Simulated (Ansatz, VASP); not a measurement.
One calculation of AlGa3N4, two programs

```xyz
8
Lattice="4.4710 -0.1034 -0.1034 -0.1034 4.4710 -0.1034 -0.1034 -0.1034 4.4710" Properties=species:S:1:pos:R:3 pbc="T T T"
Al    0.0000    0.0000    0.0000
Ga    2.1838    2.1838   -0.1034
Ga    2.1838   -0.1034    2.1838
Ga   -0.1034    2.1838    2.1838
N     3.2714    3.2714    0.9402
N     3.2714    0.9402    3.2714
N     0.9402    3.2714    3.2714
N     1.0456    1.0456    1.0456
```

Change from the starting cell: equal engineering shear yz, xz and xy -0.0467, equal normal strain along x, y and z +0.0100.

Alike in both runs: task single point; functional LDA; k mesh 6 × 6 × 6; occupations gaussian, width 0.05 eV; no spin polarisation.

|  | VASP | Ansatz |
| --- | --- | --- |
| version | VASP 6.6.1 | Ansatz 0.2.0 |
| potentials or method | VASP PAW LDA potentials, release 64 (Al, Ga_d, N), cutoff 520 eV | scalar-relativistic, plane waves, PAW |
| valence electrons in the cell | 62 | 62 |

```csv
,VASP,Ansatz,Ansatz less VASP
gap on the k mesh at the Fermi level (eV),2.11,2.11,-0.005
least direct gap on the mesh (eV),2.11,2.11,-0.005
pressure (GPa),-3.1,-4.0,-0.89
"traceless stress, the component that is largest in VASP (GPa)",9.88,9.72,-0.157
rms of the force components (eV/Å),0.518,0.499,-0.0192
```

Ansatz warns that its potentials were made for another functional, while VASP's fit it. LDA's correlation is that of Perdew and Zunger in VASP and of Perdew and Wang (1992) in Ansatz. Atom by atom the forces differ by 0.022 eV/Å (rms over components).
